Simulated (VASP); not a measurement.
# Y (Pm-3m) in VASP: notebook, part 2 of 2

VASP 6.6.1. The steps go on from the part before.

**4. Single point, PBEsol**

This run uses another cell than the first one, of 32.49 Å³/atom, 1.087 times its volume.

INCAR

```
  PREC = Accurate
  ENCUT = 520
  EDIFF = 1E-6
  ISMEAR = -1
  SIGMA = 0.08
  LREAL = F
  LASPH = T
  NELM = 60
  ALGO = Normal
  ISIF = 2
  LWAVE = F
  LCHARG = F
  GGA = PS
  NBANDS = 12
```

KPOINTS

```
Automatic mesh
0
Gamma
  12 12 12
```

POSCAR

```
Y
1.0
    3.1910629858      0.0000000000      0.0000000000
    0.0000000000      3.1910629858      0.0000000000
    0.0000000000      0.0000000000      3.1910629858
Y
1
Direct
    0.0000000000      0.0000000000      0.0000000000
```

Potentials or basis: VASP PAW PBE potentials, release 64 (Y_sv).

Run with:

```bash
> cat potpaw_PBE.64/Y_sv/POTCAR > POTCAR
> mpirun -np 1 vasp_std > vasp.out
```

OUTCAR:

```text
PREC = Accurate
   ENCUT = 520
   EDIFF = 1E-6
   ISMEAR = -1
   LREAL = F
   LASPH = T
   NELM = 60
   ISIF = 2
   GGA = PS

 ion  position               nearest neighbor table
   1  0.000  0.000  0.000-

  LATTYP: Found a simple cubic cell.
 ALAT       =     3.1910629858

  Lattice vectors:

 A1 = (   3.1910629858,   0.0000000000,   0.0000000000)
 A2 = (   0.0000000000,   3.1910629858,   0.0000000000)
 A3 = (   0.0000000000,   0.0000000000,   3.1910629858)

Analysis of symmetry for initial positions (statically):
=====================================================================
 Subroutine PRICEL returns:
 Original cell was already a primitive cell.

 Routine SETGRP: Setting up the symmetry group for a
 simple cubic supercell.

 Subroutine GETGRP returns: Found 48 space group operations
 (whereof 48 operations were pure point group operations)
 out of a pool of 48 trial point group operations.

The static configuration has the point symmetry O_h .

Analysis of symmetry for dynamics (positions and initial velocities):
=====================================================================
[... 167 lines left out ...]
      3     -19.4478      2.00000
      4     -19.4478      2.00000
      5      -1.6526      2.00000
      6       2.2246      1.99968
      7       2.2246      1.99968
      8       8.5242      0.00000
      9       8.5242      0.00000
     10       8.5242      0.00000
     11      13.5204      0.00000
     12      13.5204      0.00000
[... 331 lines left out ...]
 k-point    24 :       0.4167    0.3333    0.0000
  band No.  band energies     occupation
      1     -39.7076      2.00000
      2     -20.1683      2.00000
      3     -20.0013      2.00000
      4     -19.3181      2.00000
      5       1.3578      2.00000
      6       2.6624      1.92726
      7       5.3866      0.00000
      8       6.2013      0.00000
      9       6.3680      0.00000
     10       6.8524      0.00000
     11      10.7124      0.00000
     12      13.4363      0.00000

 [... further k-points ...]

------------------------ aborting loop because EDIFF is reached ----------------------------------------

  FORCE on cell =-STRESS in cart. coord.  units (eV):
  Direction    XX          YY          ZZ          XY          YZ          ZX
  --------------------------------------------------------------------------------------
  -------------------------------------------------------------------------------------
  Total       -0.0031445     -0.0031445     -0.0031445      0.0000000      0.0000000     -0.0000000
  in kB       -0.1550423     -0.1550423     -0.1550423      0.0000000      0.0000000     -0.0000000
  external PRESSURE =      -0.1550423 kB  Pullay stress =       0.0000000 kB

 VOLUME and BASIS-vectors are now :
 -----------------------------------------------------------------------------
  energy-cutoff  :      520.00
  volume of cell :       32.49
      direct lattice vectors                 reciprocal lattice vectors
     3.191062986  0.000000000  0.000000000     0.313375200  0.000000000  0.000000000
     0.000000000  3.191062986  0.000000000     0.000000000  0.313375200  0.000000000
     0.000000000  0.000000000  3.191062986     0.000000000  0.000000000  0.313375200

 POSITION                                       TOTAL-FORCE (eV/Angst)
 -----------------------------------------------------------------------------------
      0.00000      0.00000      0.00000         0.000000      0.000000      0.000000
 -----------------------------------------------------------------------------------
    total drift:                                0.000000      0.000000      0.000000

  FREE ENERGIE OF THE ION-ELECTRON SYSTEM (eV)
  ---------------------------------------------------
  free  energy   TOTEN  =        -6.0497410961 eV

  energy  without entropy=       -5.9971280385  energy(sigma->0) =       -6.02343457
```

OSZICAR:

```text
N       E                     dE             d eps       ncg     rms          rms(c)
DAV:   1     0.238778416129E+02    0.23878E+02   -0.54633E+03  2024   0.826E+02
DAV:   2    -0.499184863847E+01   -0.28870E+02   -0.27937E+02  2448   0.163E+02
DAV:   3    -0.625309688359E+01   -0.12612E+01   -0.12297E+01  2888   0.216E+01
DAV:   4    -0.627752659867E+01   -0.24430E-01   -0.24388E-01  2340   0.298E+00
DAV:   5    -0.627814011063E+01   -0.61351E-03   -0.61344E-03  2696   0.365E-01    0.198E+01
DAV:   6    -0.607784121582E+01    0.20030E+00   -0.23044E-01  2240   0.300E+00    0.116E+01
DAV:   7    -0.605229437017E+01    0.25547E-01   -0.25991E-01  2428   0.310E+00    0.106E+00
DAV:   8    -0.605011061892E+01    0.21838E-02   -0.41362E-02  2284   0.146E+00    0.297E-01
DAV:   9    -0.604978474977E+01    0.32587E-03   -0.11226E-03  2284   0.286E-01    0.139E-01
DAV:  10    -0.604974625985E+01    0.38490E-04   -0.14885E-04  2604   0.107E-01    0.198E-02
DAV:  11    -0.604974178439E+01    0.44755E-05   -0.29170E-05  2280   0.367E-02    0.189E-02
DAV:  12    -0.604974109610E+01    0.68829E-06   -0.29987E-06  2176   0.141E-02
   1 F= -.60497411E+01 E0= -.60234346E+01  d E =-.526131E-01
```

Run time: 7.6 s. Hardware: 1 thread of Intel Xeon 6975P-C (Granite Rapids), shared host; peak memory 0.16 GiB.

Results:

| Item | Value |
| --- | --- |
| Free energy | -6.0497 eV |
| Pressure | 0.0 GPa |

Levels at points of the mesh, in eV from the Fermi level:
```tsv
k point	band 1	band 2	band 3	band 4	band 5	band 6	band 7	band 8	band 9	band 10
(0.00, 0.00, 0.00)	-42.78	-22.37	-22.37	-22.37	-4.58	-0.70	-0.70	5.60	5.60	5.60
(0.50, 0.00, 0.00)	-42.69	-23.24	-22.29	-22.29	-1.77	0.06	0.13	2.90	2.90	5.89
(0.50, 0.50, 0.00)	-42.60	-23.11	-23.11	-22.22	-2.02	0.18	3.49	3.49	3.86	3.86
(0.50, 0.50, 0.50)	-42.52	-23.00	-23.00	-23.00	-0.68	-0.68	-0.68	5.65	7.47	7.47
```

Caveat: the PAW data sets were made with another functional, which shifts forces and pressure a little.

**5. Single point, PBEsol**

This run uses another cell than the first one, of 32.49 Å³/atom, 1.087 times its volume.

INCAR

```
SYSTEM = Y
PREC = Accurate
ENCUT = 520
EDIFF = 1E-6
ISMEAR = -1
SIGMA = 0.08
LREAL = .FALSE.
LASPH = .TRUE.
NELM = 80
ALGO = Normal
ISIF = 2
LWAVE = .FALSE.
LCHARG = .FALSE.
GGA = PS
NBANDS = 12
```

KPOINTS

```
regular mesh
0
G
  12 12 12
  0 0 0
```

POSCAR is that of step 4.

Run with:

```bash
> cat potpaw_PBE.64/Y_sv/POTCAR > POTCAR
> mpirun -np 1 vasp_std > vasp.out
```

It took 7.6 s on 1 thread of Intel Xeon 6975P-C (Granite Rapids), shared host; peak memory 0.17 GiB.

The run converged. Its results:

```
Free energy : -6.0497 eV
Pressure    : 0.0 GPa
```

Levels at points of the mesh, in eV from the Fermi level:
| k point | band 2 | band 3 | band 4 | band 5 | band 6 | band 7 | band 8 | band 9 |
| --- | --- | --- | --- | --- | --- | --- | --- | --- |
| (0.00, 0.00, 0.00) | -22.37 | -22.37 | -22.37 | -4.58 | -0.70 | -0.70 | 5.60 | 5.60 |
| (0.50, 0.00, 0.00) | -23.24 | -22.29 | -22.29 | -1.77 | 0.06 | 0.13 | 2.90 | 2.90 |
| (0.50, 0.50, 0.00) | -23.11 | -23.11 | -22.22 | -2.02 | 0.18 | 3.49 | 3.49 | 3.86 |
| (0.50, 0.50, 0.50) | -23.00 | -23.00 | -23.00 | -0.68 | -0.68 | -0.68 | 5.65 | 7.47 |

Caveat: the PAW data sets were made with another functional, which shifts forces and pressure a little.
